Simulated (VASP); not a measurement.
# CsDyPt (P4/mmm) in VASP: notebook, part 3 of 4

VASP 6.6.1.

### Step 4. Relaxation of cell and atoms, PBE

File INCAR:

```
SYSTEM = CsDyPt
PREC = Accurate
ENCUT = 500
EDIFF = 1E-7
ISMEAR = 0
SIGMA = 0.1
LREAL = .FALSE.
LASPH = .TRUE.
NELM = 200
ALGO = Normal
ISIF = 3
LWAVE = .FALSE.
LCHARG = .FALSE.
GGA = PE
IBRION = 2
NSW = 90
EDIFFG = -0.04
GGA_COMPAT = .FALSE.
NELMIN = 4
LMAXMIX = 6
```

File KPOINTS:

```
regular mesh
0
G
  4 4 4
  0 0 0
```

File POSCAR:

```
CsDyPt
1.0
    4.1758397700      0.0000000000      0.0000000000
    0.0000000000      4.1758397700      0.0000000000
    0.0000000000      0.0000000000      6.1873442500
Cs Dy Pt
1 1 1
Direct
    0.0000000000      0.0000000000      0.0000000000
    0.5000000000      0.5000000000      0.5000000000
    0.5000000000      0.5000000000      0.0000000000
```

Potentials or basis: VASP PAW PBE potentials, release 64 (Cs_sv, Dy_3, Pt), 4f in core.

Launch:

```sh
$ cat potpaw_PBE.64/Cs_sv/POTCAR potpaw_PBE.64/Dy_3/POTCAR potpaw_PBE.64/Pt/POTCAR > POTCAR
$ mpirun -np 1 vasp_std > vasp.out
```

OUTCAR:

```text
SYSTEM = CsDyPt
   PREC = Accurate
   ENCUT = 500
   EDIFF = 1E-7
   ISMEAR = 0
   LREAL = .FALSE.
   LASPH = .TRUE.
   NELM = 200
   ISIF = 3
   GGA = PE
   IBRION = 2
   NSW = 90
   EDIFFG = -0.04
   NELMIN = 4

 ion  position               nearest neighbor table
   1  0.000  0.000  0.000-   3 2.95   3 2.95   3 2.95   3 2.95
   2  0.500  0.500  0.500-   3 3.09   3 3.09
   3  0.500  0.500  0.000-   1 2.95   1 2.95   1 2.95   1 2.95   2 3.09   2 3.09

  LATTYP: Found a simple tetragonal cell.
 ALAT       =     4.1758397700
 C/A-ratio  =     1.4817005898

  Lattice vectors:

 A1 = (   4.1758397700,   0.0000000000,   0.0000000000)
 A2 = (   0.0000000000,   4.1758397700,   0.0000000000)
 A3 = (   0.0000000000,   0.0000000000,   6.1873442500)

Analysis of symmetry for initial positions (statically):
=====================================================================
 Subroutine PRICEL returns:
 Original cell was already a primitive cell.

 Routine SETGRP: Setting up the symmetry group for a
 simple tetragonal supercell.

 Subroutine GETGRP returns: Found 16 space group operations
 (whereof 16 operations were pure point group operations)
 out of a pool of 16 trial point group operations.

The static configuration has the point symmetry D_4h.

Analysis of symmetry for dynamics (positions and initial velocities):
=====================================================================
 Subroutine PRICEL returns:
 Original cell was already a primitive cell.

 Routine SETGRP: Setting up the symmetry group for a
 simple tetragonal supercell.

 Subroutine GETGRP returns: Found 16 space group operations
 (whereof 16 operations were pure point group operations)
 out of a pool of 16 trial point group operations.

The dynamic configuration has the point symmetry D_4h.

 Subroutine INISYM returns: Found 16 space group operations
 (whereof 16 operations are pure point group operations),
 and found     1 'primitive' translations

----------------------------------------------------------------------------------------

                                     Primitive cell

  volume of cell :     107.8927

  direct lattice vectors                    reciprocal lattice vectors
     4.175839770  0.000000000  0.000000000     0.239472790  0.000000000  0.000000000
     0.000000000  4.175839770  0.000000000     0.000000000  0.239472790  0.000000000
     0.000000000  0.000000000  6.187344250     0.000000000  0.000000000  0.161620230

  length of vectors
     4.175839770  4.175839770  6.187344250     0.239472790  0.239472790  0.161620230

  position of ions in fractional coordinates (direct lattice)
     0.000000000  0.000000000  0.000000000
     0.500000000  0.500000000  0.500000000
     0.500000000  0.500000000  0.000000000

  ion indices of the primitive-cell ions
   primitive index   ion index
                 1           1
                 2           2
                 3           3

----------------------------------------------------------------------------------------

 KPOINTS: regular mesh

Automatic generation of k-mesh.
 Grid dimensions read from file:
 generate k-points for:    4    4    4

 Generating k-lattice:

  Cartesian coordinates                     Fractional coordinates (reciprocal lattice)
     0.059868197  0.000000000  0.000000000     0.250000000  0.000000000  0.000000000
     0.000000000  0.059868197  0.000000000     0.000000000  0.250000000  0.000000000
     0.000000000  0.000000000  0.040405057     0.000000000  0.000000000  0.250000000

  Length of vectors
     0.059868197  0.059868197  0.040405057

  Shift w.r.t. Gamma in fractional coordinates (k-lattice)
     0.000000000  0.000000000  0.000000000

 Subroutine IBZKPT returns following result:
 ===========================================

 Found     18 irreducible k-points:

 Following reciprocal coordinates:
            Coordinates               Weight
  0.000000  0.000000  0.000000      1.000000
  0.250000  0.000000  0.000000      4.000000
  0.500000  0.000000  0.000000      2.000000
  0.250000  0.250000  0.000000      4.000000
  0.500000  0.250000  0.000000      4.000000
  0.500000  0.500000  0.000000      1.000000
[... 10 lines left out ...]
  0.500000  0.250000  0.500000      4.000000
  0.500000  0.500000  0.500000      1.000000
   k-points           NKPTS =     18   k-points in BZ     NKDIM =     18   number of bands    NBANDS=     18
   number of dos      NEDOS =    301   number of ions     NIONS =      3
   total plane-waves  NPLWV =  43200
   dimension x,y,z NGX =    30 NGY =   30 NGZ =   48
   dimension x,y,z NGXF=    60 NGYF=   60 NGZF=   96
   ions per type =               1   1   1
   NGX,Y,Z   is equivalent  to a cutoff of  11.94, 11.94, 12.90 a.u.
   NGXF,Y,Z  is equivalent  to a cutoff of  23.89, 23.89, 25.79 a.u.
 SYSTEM =  CsDyPt
   PREC   = accura    normal or accurate (medium, high low for compatibility)
   ISTART =      0    job   : 0-new  1-cont  2-samecut
   ICHARG =      2    charge: 1-file 2-atom 10-const
   ISPIN  =      1    spin polarized calculation?
   LNONCOLLINEAR =      F non collinear calculations
   LSORBIT =      F    spin-orbit coupling
   LASPH  =      T    aspherical Exc in radial PAW
   ENCUT  =  500.0 eV  36.75 Ry    6.06 a.u.   7.61  7.61 11.28*2*pi/ulx,y,z
   NELM   =    200;   NELMIN=  4; NELMDL= -5     # of ELM steps
   EDIFF  = 0.1E-06   stopping-criterion for ELM
   LREAL  =      F    real-space projection
   EDIFFG = -.4E-01   stopping-criterion for IOM
   NSW    =     90    number of steps for IOM
   IBRION =      2    ionic relax: 0-MD 1-quasi-New 2-CG
   NFREE  =      1    steps in history (QN), initial steepest desc. (CG)
   ISIF   =      3    stress and relaxation
   ISYM   =      2    0-nonsym 1-usesym 2-fastsym
   POTIM  = 0.5000    time-step for ionic-motion
   TEBEG  =    0.0;   TEEND  =   0.0 temperature during run
   PSTRESS=    0.0 pullay stress
   NELECT =      28.0000    total number of electrons
   NUPDOWN=      -1.0000    fix difference up-down
   EMIN   =  10.00;   EMAX   =-10.00  energy-range for DOS
   EFERMI =   0.00;   METHOD = LEGACY
   ISMEAR =     0;   SIGMA  =   0.10  broadening in eV -4-tet -1-fermi 0-gaus
   EFERMI_NEDOS =   21; number of points for ismear=-14 and -15
   IALGO  =     38    algorithm
   IMIX   =      4    mixing-type and parameters
     AMIX     =   0.40;   BMIX     =  1.00
     AMIX_MAG =   1.60;   BMIX_MAG =  1.00
  volume/ion in A,a.u.               =      35.96       242.70
  Fermi-wavevector in a.u.,A,eV,Ry     =   1.044232  1.973312 14.836062  1.090420
  Thomas-Fermi vector in A             =   2.178975
   LORBIT       =      0    0 simple, 1 ext, 2 COOP (PROOUT), +10 PAW based schemes
   GGA     = PE    functional components
   LHFCALC =     F    Hartree Fock is set to
   AEXX    =    0.0000 exact exchange contribution
   IVDW    =     0    specifies the selected vdW correction
   LEPSILON=     F    determine dielectric tensor
   LRPA    =     F    only Hartree local field effects (RPA)
 conjugate gradient relaxation of ions
 non-spin polarized calculation
 Gauss-broadening in eV      SIGMA  =   0.10
  energy-cutoff  :      500.00
  volume of cell :      107.89
 maximum number of plane-waves:      2756
   NGX = 15   NGY = 15   NGZ = 23

--------------------------------------- Ionic step        1  -------------------------------------------

 number of electron      27.9999999 magnetization

 Free energy of the ion-electron system (eV)
  ---------------------------------------------------
  ext. energy  EPLUGINS =         0.00000000
  ---------------------------------------------------
  free energy    TOTEN  =        -9.63468277 eV

  energy without entropy =       -9.60696985  energy(sigma->0) =       -9.62082631

------------------------ aborting loop because EDIFF is reached ----------------------------------------

  FORCE on cell =-STRESS in cart. coord.  units (eV):
  Direction    XX          YY          ZZ          XY          YZ          ZX
  --------------------------------------------------------------------------------------
  -------------------------------------------------------------------------------------
  Total        4.4087908      4.4087908     -5.6478212      0.0000000      0.0000000      0.0000000
  in kB       65.4693669     65.4693669    -83.8686377      0.0000000      0.0000000      0.0000000
  external PRESSURE =      15.6900320 kB  Pullay stress =       0.0000000 kB
[... 244 lines left out ...]
  energy  without entropy=      -10.9022962628  energy(sigma->0) =      -10.90990383

--------------------------------------- Ionic step        8  -------------------------------------------

 number of electron      27.9999992 magnetization

 Free energy of the ion-electron system (eV)
  ---------------------------------------------------
  ext. energy  EPLUGINS =         0.00000000
  ---------------------------------------------------
  free energy    TOTEN  =       -10.92116577 eV

  energy without entropy =      -10.90474780  energy(sigma->0) =      -10.91295678

 E-fermi :   2.1663     XC(G=0):  -8.1882

 val. band max:        2.1631906622   @ k =   0.5000   0.2500   0.2500
 cond. band min:       2.1935734531   @ k =   0.5000   0.2500   0.5000
 fundamental gap:      0.0303827909
 Fermi energy:         2.1663151845

 k-point     1 :       0.0000    0.0000    0.0000
  band No.  band energies     occupation
      1     -22.6773      2.00000
      2     -22.6773      2.00000
      3     -22.4228      2.00000
      4     -19.5320      2.00000
      5      -6.4893      2.00000
      6      -6.3406      2.00000
[... 10 lines left out ...]
     17       5.0576      0.00000
     18       5.1963      0.00000
[... 385 lines left out ...]
  FREE ENERGIE OF THE ION-ELECTRON SYSTEM (eV)
  ---------------------------------------------------
  free  energy   TOTEN  =       -10.9211657707 eV

  energy  without entropy=      -10.9047477956  energy(sigma->0) =      -10.91295678

 reached required accuracy - stopping structural energy minimisation
```

OSZICAR:

```text
N       E                     dE             d eps       ncg     rms          rms(c)
DAV:   1     0.168610131626E+03    0.16861E+03   -0.12562E+04   648   0.135E+03
DAV:   2     0.119180196080E+02   -0.15669E+03   -0.15263E+03   810   0.322E+02
DAV:   3    -0.100508319469E+02   -0.21969E+02   -0.20660E+02   942   0.727E+01
[... 92 lines left out ...]
DAV:   5    -0.109211794791E+02    0.79569E-04   -0.57485E-04   794   0.134E-01    0.383E-02
DAV:   6    -0.109211644128E+02    0.15066E-04   -0.72548E-05   896   0.491E-02    0.113E-02
DAV:   7    -0.109211651356E+02   -0.72287E-06   -0.45849E-06   972   0.120E-02    0.502E-03
DAV:   8    -0.109211656991E+02   -0.56345E-06   -0.62966E-07   746   0.497E-03    0.102E-03
DAV:   9    -0.109211657707E+02   -0.71603E-07   -0.47194E-08   380   0.159E-03
   8 F= -.10921166E+02 E0= -.10912957E+02  d E =-.365438E-02
```

CONTCAR:

```text
CsDyPt
   1.00000000000000
     4.9148328667077505    0.0000000000000000    0.0000000000000000
     0.0000000000000000    4.9148328667077505    0.0000000000000000
     0.0000000000000000    0.0000000000000000    5.3693744227694582
  Cs              Dy              Pt
     1     1     1
Direct
     1.0000000000000000    1.0000000000000000    0.0000000000000000
     0.5000000000000000    0.5000000000000000    0.5000000000000000
     0.5000000000000000    0.5000000000000000    1.0000000000000000

  0.00000000E+00  0.00000000E+00  0.00000000E+00
  0.00000000E+00  0.00000000E+00  0.00000000E+00
  0.00000000E+00  0.00000000E+00  0.00000000E+00
```

Wall time 3.6 min (1 thread of Intel Xeon Platinum 8488C (Sapphire Rapids), shared host); peak memory 0.24 GiB.

What came out:

* Free energy: -10.9212 eV
* Relaxed volume: 43.23 Å³/atom
* Relaxed cell: a = 4.915 Å, b = 4.915 Å, c = 5.369 Å, α = 90.00°, β = 90.00°, γ = 90.00°
* Space group after relaxing (to 0.1 Å): P4/mmm (No. 123)
* Energy gained by relaxing: 428.8 meV/atom
* Ionic steps: 8
* Pressure after relaxing: 0.0 GPa
* Band gap on the k mesh: zero (bands 14 and 15 overlap by 0.83 eV)

The path:
```tsv
step	energy change (eV)	largest force (eV/Å)	pressure (GPa)	volume (Å³)
1	0.0000	0.0000	1.57	107.89
2	-0.9397	0.0000	1.67	112.50
3	-0.8622	0.0000	6.22	115.36
4	-1.1657	0.0000	2.82	114.21
5	-1.1645	0.0000	3.11	114.41
6	-1.2816	0.0000	-0.36	130.38
7	-1.2828	0.0000	-0.09	128.66
8	-1.2865	0.0000	0.05	129.70
```

Final structure:
```xyz
3
Lattice="4.9148 0.0000 0.0000 0.0000 4.9148 0.0000 0.0000 0.0000 5.3694" Properties=species:S:1:pos:R:3 pbc="T T T"
Cs    4.9148    4.9148    0.0000
Dy    2.4574    2.4574    2.6847
Pt    2.4574    2.4574    5.3694
```

Caveat: the k points lie up to 0.32 Å⁻¹ apart in the final cell, too coarse for converged energies and pressures of a metal; the volume moved by over 15 % at a fixed basis, so the end points are rough; spin-orbit coupling is left out, which moves the levels of the heavy elements; the 4f electrons are frozen in the core, so they carry no moment and show no levels.

(Part 3 of 4 ends here.)

The gap in the log of VASP goes by the Fermi energy; the results here count the filled bands.